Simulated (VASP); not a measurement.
## Sn: single point with PBEsol

Sn:

```
Sn
1.0
    -1.78618    1.78618    1.78618
     1.78618   -1.78618    1.78618
     1.78618    1.78618   -1.78618
Sn
1
Direct
  0.00000 0.00000 0.00000
```

- Program: VASP 6.6.1
- Task: single point
- Functional: PBEsol
- Potentials or basis: VASP PAW PBE potentials, release 64 (Sn_d)
- Cutoff: 520 eV
- k mesh: 10 × 10 × 10
- Occupations: fermi-dirac, width 0.05 eV
- Spin: no spin polarisation
- Dipole correction: no
- Further INCAR settings: ALGO = Normal; EDIFF = 1e-06; NBANDS = 13

| Item | Value |
| --- | --- |
| Pressure | 9.9 GPa |
| Band gap on the k mesh | zero (band 7 reaches 19.97 eV, above the bottom of band 8 at 7.38 eV) |

Levels at points of the mesh, in eV from the Fermi level:
```
           k point  band 3  band 4  band 5  band 6  band 7  band 8  band 9  band 10  band 11  band 12
(0.00, 0.00, 0.00)  -21.62  -21.39  -21.39  -12.52    9.71    9.71    9.71    12.43    12.43    12.43
(0.50, 0.00, 0.00)  -21.40  -21.40  -21.25   -6.65   -5.41    4.22    6.00     8.92     9.06    16.68
(0.50, 0.50, 0.50)  -21.28  -21.28  -21.28   -1.38   -0.72   -0.72   -0.72     3.80     3.80    19.14
```

It took 6.8 s on 1 thread of Intel(R) Xeon(R) Platinum 8259CL CPU @ 2.50GHz (Skylake/Cascade Lake), on a shared host, peak memory 0.14 GiB.

Caveat: the PAW data sets were made with another functional, which shifts forces and pressure a little; spin-orbit coupling is left out, which moves the levels of the heavy elements.
